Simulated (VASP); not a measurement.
# HfN (P4/nmm) in VASP: notebook, part 2 of 2

VASP 6.6.1. The steps go on from the part before.

### Step 3. Single point, PBE

This run uses another cell than the first one, of 17.92 Å³/atom, 1.020 times its volume.

INCAR reads:

```
ALGO = Normal
EDIFF = 1E-6
ENCUT = 520
GGA = PE
ISIF = 2
ISMEAR = 0
LASPH = T
LCHARG = F
LREAL = F
LWAVE = F
NBANDS = 23
NELM = 60
PREC = Accurate
SIGMA = 0.05
```

KPOINTS reads:

```
k-points
0
Gamma
  10 10 8
```

POSCAR reads:

```
HfN
1.0
    3.8567057347      0.0000000000      0.0000000000
    0.0000000000      3.8567057347      0.0000000000
    0.0000000000      0.0000000000      4.8184718836
Hf N
2 2
Direct
    0.5000000000      0.0000000000      0.1768716561
    0.0000000000      0.5000000000      0.8231283439
    0.0000000000      0.0000000000      0.0000000000
    0.5000000000      0.5000000000      0.0000000000
```

Potentials or basis: VASP PAW PBE potentials, release 64 (Hf_pv, N).

Launch:

```sh
cat potpaw_PBE.64/Hf_pv/POTCAR potpaw_PBE.64/N/POTCAR > POTCAR
mpirun -np 1 vasp_std > vasp.out
```

OUTCAR:

```text
EDIFF = 1E-6
   ENCUT = 520
   GGA = PE
   ISIF = 2
   ISMEAR = 0
   LASPH = T
   LREAL = F
   NELM = 60
   PREC = Accurate

 ion  position               nearest neighbor table
   1  0.500  0.000  0.177-   3 2.11   4 2.11   4 2.11   3 2.11   2 3.22   2 3.22   2 3.22   2 3.22

   2  0.000  0.500  0.823-   3 2.11   4 2.11   3 2.11   4 2.11   1 3.22   1 3.22   1 3.22   1 3.22

   3  0.000  0.000  0.000-   1 2.11   2 2.11   2 2.11   1 2.11
   4  0.500  0.500  0.000-   1 2.11   2 2.11   1 2.11   2 2.11

  LATTYP: Found a simple tetragonal cell.
 ALAT       =     3.8567057347
 C/A-ratio  =     1.2493750405

  Lattice vectors:

 A1 = (   3.8567057347,   0.0000000000,   0.0000000000)
 A2 = (   0.0000000000,   3.8567057347,   0.0000000000)
 A3 = (   0.0000000000,   0.0000000000,   4.8184718836)

Analysis of symmetry for initial positions (statically):
=====================================================================
 Subroutine PRICEL returns:
 Original cell was already a primitive cell.

[... 168 lines left out ...]
 Free energy of the ion-electron system (eV)
  ---------------------------------------------------
  ext. energy  EPLUGINS =         0.00000000
  ---------------------------------------------------
  free energy    TOTEN  =       -41.23419447 eV

  energy without entropy =      -41.23227943  energy(sigma->0) =      -41.23323695

 E-fermi :   3.9432     XC(G=0): -10.1465

 val. band max:        3.9238214782   @ k =   0.5000   0.1000   0.3750
 cond. band min:       3.9511303506   @ k =   0.3000   0.3000   0.5000
 fundamental gap:      0.0273088725
 Fermi energy:         3.9432023640

 k-point     1 :       0.0000    0.0000    0.0000
  band No.  band energies     occupation
      1     -27.6244      2.00000
      2     -27.5253      2.00000
      3     -27.5253      2.00000
      4     -27.3574      2.00000
      5     -27.2512      2.00000
      6     -27.2512      2.00000
[... 613 lines left out ...]
     22       8.6997      0.00000
     23       9.4755      0.00000

 [... further k-points ...]
[... 5 lines left out ...]
  --------------------------------------------------------------------------------------
  -------------------------------------------------------------------------------------
  Total       -0.7052224     -0.7052224     -0.3325489      0.0000000      0.0000000      0.0000000
  in kB      -15.7650130    -15.7650130     -7.4340201      0.0000000      0.0000000      0.0000000
  external PRESSURE =     -12.9880154 kB  Pullay stress =       0.0000000 kB

 VOLUME and BASIS-vectors are now :
 -----------------------------------------------------------------------------
  energy-cutoff  :      520.00
  volume of cell :       71.67
      direct lattice vectors                 reciprocal lattice vectors
     3.856705735  0.000000000  0.000000000     0.259288644  0.000000000  0.000000000
     0.000000000  3.856705735  0.000000000     0.000000000  0.259288644  0.000000000
     0.000000000  0.000000000  4.818471884     0.000000000  0.000000000  0.207534676

 POSITION                                       TOTAL-FORCE (eV/Angst)
 -----------------------------------------------------------------------------------
      1.92835      0.00000      0.85225         0.000000      0.000000     -0.182706
      0.00000      1.92835      3.96622         0.000000     -0.000000      0.182706
      0.00000      0.00000      0.00000         0.000000      0.000000      0.000000
      1.92835      1.92835      0.00000        -0.000000     -0.000000      0.000000
 -----------------------------------------------------------------------------------
    total drift:                                0.000000      0.000000     -0.000000

  FREE ENERGIE OF THE ION-ELECTRON SYSTEM (eV)
  ---------------------------------------------------
  free  energy   TOTEN  =       -41.2341944709 eV

  energy  without entropy=      -41.2322794269  energy(sigma->0) =      -41.23323695
```

OSZICAR:

```text
N       E                     dE             d eps       ncg     rms          rms(c)
DAV:   1     0.129095197840E+03    0.12910E+03   -0.16017E+04  4838   0.123E+03
DAV:   2    -0.425471924920E+02   -0.17164E+03   -0.16340E+03  6621   0.305E+02
DAV:   3    -0.510355386811E+02   -0.84883E+01   -0.84044E+01  6253   0.548E+01
DAV:   4    -0.511536125638E+02   -0.11807E+00   -0.11791E+00  5992   0.723E+00
DAV:   5    -0.511559893326E+02   -0.23768E-02   -0.23762E-02  6726   0.876E-01    0.752E+01
DAV:   6    -0.414162645760E+02    0.97397E+01   -0.53727E+01  5656   0.354E+01    0.500E+01
DAV:   7    -0.412871571710E+02    0.12911E+00   -0.30997E+00  5950   0.101E+01    0.301E+01
DAV:   8    -0.412562005241E+02    0.30957E-01   -0.28145E-01  5759   0.360E+00    0.958E+00
DAV:   9    -0.412351059181E+02    0.21095E-01   -0.96298E-02  5873   0.172E+00    0.337E+00
DAV:  10    -0.412341236555E+02    0.98226E-03   -0.63434E-03  6120   0.506E-01    0.517E-01
DAV:  11    -0.412341970507E+02   -0.73395E-04   -0.41456E-04  6079   0.146E-01    0.891E-02
DAV:  12    -0.412341959851E+02    0.10656E-05   -0.22234E-05  6064   0.286E-02    0.476E-02
DAV:  13    -0.412341948278E+02    0.11573E-05   -0.30514E-06  5304   0.107E-02    0.162E-02
DAV:  14    -0.412341944709E+02    0.35682E-06   -0.10271E-06  3941   0.636E-03
   1 F= -.41234194E+02 E0= -.41233237E+02  d E =-.191504E-02
```

Wall time 2.1 min (1 thread of Intel Xeon Platinum 8259CL at 2.50GHz (Skylake/Cascade Lake), shared host); peak memory 0.28 GiB.

Results:

```yaml
Free_energy: -41.2342 eV
Pressure: -1.3 GPa
Largest_force: 0.183 eV/Å
Band_gap_on_the_k_mesh: zero (band 15 reaches 5.01 eV, above the bottom of band 16 at 2.78 eV)
```

Forces in eV/Å, atoms in the order of the input:
```
Hf   0.000  0.000 -0.183
Hf   0.000  0.000  0.183
N    0.000  0.000  0.000
N    0.000  0.000  0.000
```

Levels at points of the mesh, in eV from the Fermi level:
```csv
k point,band 11,band 12,band 13,band 14,band 15,band 16,band 17,band 18,band 19,band 20
"(0.00, 0.00, 0.00)",-5.28,-4.34,-2.35,-2.35,-2.32,0.60,2.95,3.57,3.57,4.07
"(0.50, 0.00, 0.00)",-4.68,-4.68,-3.67,-3.67,-1.16,-1.16,2.81,2.81,2.83,2.83
"(0.50, 0.50, 0.00)",-3.46,-3.46,-2.64,-2.64,-0.07,-0.07,0.30,0.30,3.26,3.26
"(0.00, 0.00, 0.50)",-5.28,-4.53,-2.52,-2.52,-1.12,0.73,2.96,3.74,3.74,3.77
"(0.50, 0.00, 0.50)",-4.76,-4.76,-4.05,-4.05,0.17,0.17,2.30,2.30,3.49,3.49
"(0.50, 0.50, 0.50)",-3.45,-3.45,-3.14,-3.14,1.06,1.06,1.13,1.13,1.94,1.94
```

Caveat: spin-orbit coupling is left out, which moves the levels of the heavy elements.

### Step 4. Single point, PBEsol

This run uses another cell than the first one, of 17.92 Å³/atom, 1.020 times its volume.

INCAR reads:

```
PREC = Accurate
ENCUT = 520
EDIFF = 1E-6
ISMEAR = 0
SIGMA = 0.05
LREAL = F
LASPH = T
NELM = 100
ALGO = Normal
ISIF = 2
LWAVE = F
LCHARG = T
GGA = PS
LELF = T
LVHAR = T
NBANDS = 23
```

KPOINTS reads:

```
Automatic mesh
0
Gamma
  10 10 8
```

POSCAR is that of step 3.

Launch:

```sh
cat potpaw_PBE.64/Hf_pv/POTCAR potpaw_PBE.64/N/POTCAR > POTCAR
mpirun -np 1 vasp_std > vasp.out
```

Run time: 2.3 min. Hardware: 1 thread of Intel Xeon Platinum 8259CL at 2.50GHz (Skylake/Cascade Lake), shared host; peak memory 0.27 GiB.

Results (log left out):

- Free energy: -43.1857 eV
- Pressure: -5.6 GPa
- Largest force: 0.568 eV/Å
- Band gap on the k mesh: zero (band 15 reaches 4.81 eV, above the bottom of band 16 at 2.63 eV)

Forces on the atoms (eV/Å):
```
Hf   0.000  0.000 -0.568
Hf   0.000  0.000  0.568
N    0.000  0.000  0.000
N    0.000  0.000  0.000
```

Stress tensor (GPa, compression positive):
```
-6.49  0.00  0.00
 0.00 -6.49  0.00
 0.00  0.00 -3.67
```

Levels at points of the mesh, in eV from the Fermi level:
```csv
k point,band 12,band 13,band 14,band 15,band 16,band 17,band 18,band 19
"(0.00, 0.00, 0.00)",-4.36,-2.36,-2.36,-2.30,0.50,2.92,3.56,3.56
"(0.50, 0.00, 0.00)",-4.72,-3.69,-3.69,-1.17,-1.17,2.77,2.77,2.80
"(0.50, 0.50, 0.00)",-3.47,-2.65,-2.65,-0.09,-0.09,0.27,0.27,3.23
"(0.00, 0.00, 0.50)",-4.55,-2.53,-2.53,-1.10,0.64,2.94,3.71,3.73
"(0.50, 0.00, 0.50)",-4.79,-4.08,-4.08,0.18,0.18,2.25,2.25,3.44
"(0.50, 0.50, 0.50)",-3.47,-3.15,-3.15,1.01,1.01,1.13,1.13,1.93
```

Caveat: the PAW data sets were made with another functional, which shifts forces and pressure a little; spin-orbit coupling is left out, which moves the levels of the heavy elements.

### Step 5. Single point, LDA

This run uses another cell than the first one, of 17.92 Å³/atom, 1.020 times its volume.

INCAR reads:

```
ALGO = Normal
EDIFF = 1E-6
ENCUT = 520
ISIF = 2
ISMEAR = 0
LASPH = T
LCHARG = T
LELF = T
LREAL = F
LVHAR = T
LWAVE = F
NBANDS = 23
NELM = 100
PREC = Accurate
SIGMA = 0.05
```

KPOINTS reads:

```
k-points
0
Gamma
  10 10 8
```

POSCAR is that of step 4.

Potentials or basis: VASP PAW LDA potentials, release 64 (Hf_pv, N).

Launch:

```sh
cat potpaw_LDA.64/Hf_pv/POTCAR potpaw_LDA.64/N/POTCAR > POTCAR
mpirun -np 1 vasp_std > vasp.out
```

OUTCAR:

```text
EDIFF = 1E-6
   ENCUT = 520
   ISIF = 2
   ISMEAR = 0
   LASPH = T
   LREAL = F
   NELM = 100
   PREC = Accurate

 ion  position               nearest neighbor table
   1  0.500  0.000  0.177-   3 2.11   4 2.11   4 2.11   3 2.11   2 3.22   2 3.22   2 3.22   2 3.22

   2  0.000  0.500  0.823-   3 2.11   4 2.11   3 2.11   4 2.11   1 3.22   1 3.22   1 3.22   1 3.22

   3  0.000  0.000  0.000-   1 2.11   2 2.11   2 2.11   1 2.11
   4  0.500  0.500  0.000-   1 2.11   2 2.11   1 2.11   2 2.11

  LATTYP: Found a simple tetragonal cell.
 ALAT       =     3.8567057347
 C/A-ratio  =     1.2493750405

  Lattice vectors:

 A1 = (   3.8567057347,   0.0000000000,   0.0000000000)
 A2 = (   0.0000000000,   3.8567057347,   0.0000000000)
 A3 = (   0.0000000000,   0.0000000000,   4.8184718836)

Analysis of symmetry for initial positions (statically):
=====================================================================
 Subroutine PRICEL returns:
 Original cell was already a primitive cell.

 Routine SETGRP: Setting up the symmetry group for a
 simple tetragonal supercell.

[... 167 lines left out ...]
  ext. energy  EPLUGINS =         0.00000000
  ---------------------------------------------------
  free energy    TOTEN  =       -44.61633690 eV

  energy without entropy =      -44.61411691  energy(sigma->0) =      -44.61522690

 E-fermi :   3.7582     XC(G=0): -10.4096

 val. band max:        3.7418368046   @ k =   0.5000   0.1000   0.3750
 cond. band min:       3.7689408021   @ k =   0.4000   0.1000   0.2500
 fundamental gap:      0.0271039975
 Fermi energy:         3.7581603768

 k-point     1 :       0.0000    0.0000    0.0000
  band No.  band energies     occupation
      1     -27.6366      2.00000
      2     -27.5666      2.00000
      3     -27.5666      2.00000
      4     -27.3632      2.00000
      5     -27.2831      2.00000
      6     -27.2831      2.00000
[... 613 lines left out ...]
     22       8.3979      0.00000
     23       9.1773      0.00000

 [... further k-points ...]
[... 5 lines left out ...]
  --------------------------------------------------------------------------------------
  -------------------------------------------------------------------------------------
  Total       -4.5309297     -4.5309297     -2.5970148      0.0000000      0.0000000     -0.0000000
  in kB     -101.2874336   -101.2874336    -58.0554073      0.0000000      0.0000000     -0.0000000
  external PRESSURE =     -86.8767581 kB  Pullay stress =       0.0000000 kB

 VOLUME and BASIS-vectors are now :
 -----------------------------------------------------------------------------
  energy-cutoff  :      520.00
  volume of cell :       71.67
      direct lattice vectors                 reciprocal lattice vectors
     3.856705735  0.000000000  0.000000000     0.259288644  0.000000000  0.000000000
     0.000000000  3.856705735  0.000000000     0.000000000  0.259288644  0.000000000
     0.000000000  0.000000000  4.818471884     0.000000000  0.000000000  0.207534676

 POSITION                                       TOTAL-FORCE (eV/Angst)
 -----------------------------------------------------------------------------------
      1.92835      0.00000      0.85225         0.000000      0.000000     -0.900909
      0.00000      1.92835      3.96622         0.000000      0.000000      0.900909
      0.00000      0.00000      0.00000         0.000000      0.000000      0.000000
      1.92835      1.92835      0.00000        -0.000000     -0.000000      0.000000
 -----------------------------------------------------------------------------------
    total drift:                                0.000000      0.000000     -0.000000

  FREE ENERGIE OF THE ION-ELECTRON SYSTEM (eV)
  ---------------------------------------------------
  free  energy   TOTEN  =       -44.6163368953 eV

  energy  without entropy=      -44.6141169135  energy(sigma->0) =      -44.61522690
```

OSZICAR:

```text
N       E                     dE             d eps       ncg     rms          rms(c)
DAV:   1     0.123656452827E+03    0.12366E+03   -0.16018E+04  4838   0.123E+03
DAV:   2    -0.464063206888E+02   -0.17006E+03   -0.16189E+03  6634   0.298E+02
DAV:   3    -0.543403760329E+02   -0.79341E+01   -0.78503E+01  6246   0.513E+01
DAV:   4    -0.544461767044E+02   -0.10580E+00   -0.10562E+00  6019   0.648E+00
DAV:   5    -0.544483864548E+02   -0.22098E-02   -0.22092E-02  6726   0.807E-01    0.769E+01
DAV:   6    -0.450142990706E+02    0.94341E+01   -0.55397E+01  5292   0.351E+01    0.519E+01
DAV:   7    -0.447246078825E+02    0.28969E+00   -0.38217E+00  6027   0.110E+01    0.300E+01
DAV:   8    -0.446342174143E+02    0.90390E-01   -0.40255E-01  5864   0.382E+00    0.873E+00
DAV:   9    -0.446172891589E+02    0.16928E-01   -0.84245E-02  5789   0.174E+00    0.335E+00
DAV:  10    -0.446165449355E+02    0.74422E-03   -0.87468E-03  5950   0.572E-01    0.343E-01
DAV:  11    -0.446163606356E+02    0.18430E-03   -0.19294E-03  5957   0.244E-01    0.108E-01
DAV:  12    -0.446163388310E+02    0.21805E-04   -0.23532E-04  6003   0.791E-02    0.201E-02
DAV:  13    -0.446163369053E+02    0.19257E-05   -0.15672E-05  6094   0.234E-02    0.218E-02
DAV:  14    -0.446163368953E+02    0.99199E-08   -0.10906E-06  4753   0.654E-03
   1 F= -.44616337E+02 E0= -.44615227E+02  d E =-.221998E-02
```

Run time: 2.2 min. Hardware: 1 thread of Intel Xeon Platinum 8259CL at 2.50GHz (Skylake/Cascade Lake), shared host; peak memory 0.27 GiB.

What came out:

- Free energy: -44.6163 eV
- Pressure: -8.7 GPa
- Largest force: 0.901 eV/Å
- Band gap on the k mesh: zero (band 15 reaches 4.76 eV, above the bottom of band 16 at 2.60 eV)

Forces on the atoms (eV/Å):
```
Hf   0.000  0.000 -0.901
Hf   0.000  0.000  0.901
N    0.000  0.000  0.000
N    0.000  0.000  0.000
```

Caveat: spin-orbit coupling is left out, which moves the levels of the heavy elements.

### Step 6. The runs side by side

| level | potentials or basis | cell | gap on the mesh (eV) | pressure (GPa) | largest force (eV/Å) |
| --- | --- | --- | --- | --- | --- |
| PBE | VASP PAW PBE potentials, release 64 (Hf_pv, N) | a = 3.846, b = 3.846, c = 4.749 Å, 4 atoms | none | 0.1 | 0.18 |
| PBE | VASP PAW PBE potentials, release 64 (Hf_pv, N) | a = 3.857, b = 3.857, c = 4.818 Å, 4 atoms | none | -1.3 | 0.18 |
| PBEsol | VASP PAW PBE potentials, release 64 (Hf_pv, N) | a = 3.857, b = 3.857, c = 4.818 Å, 4 atoms | none | -5.6 | 0.57 |
| LDA | VASP PAW LDA potentials, release 64 (Hf_pv, N) | a = 3.857, b = 3.857, c = 4.818 Å, 4 atoms | none | -8.7 | 0.90 |

Alike in all rows: task single point; no spin polarisation; k mesh 10 × 10 × 8; cutoff (eV) 520; smearing gaussian 0.05 eV.

Caveats: spin-orbit coupling is left out, which moves the levels of the heavy elements; the PAW data sets were made with another functional, which shifts forces and pressure a little (some runs).

Absolute energies hang on the potentials; compare differences alone.
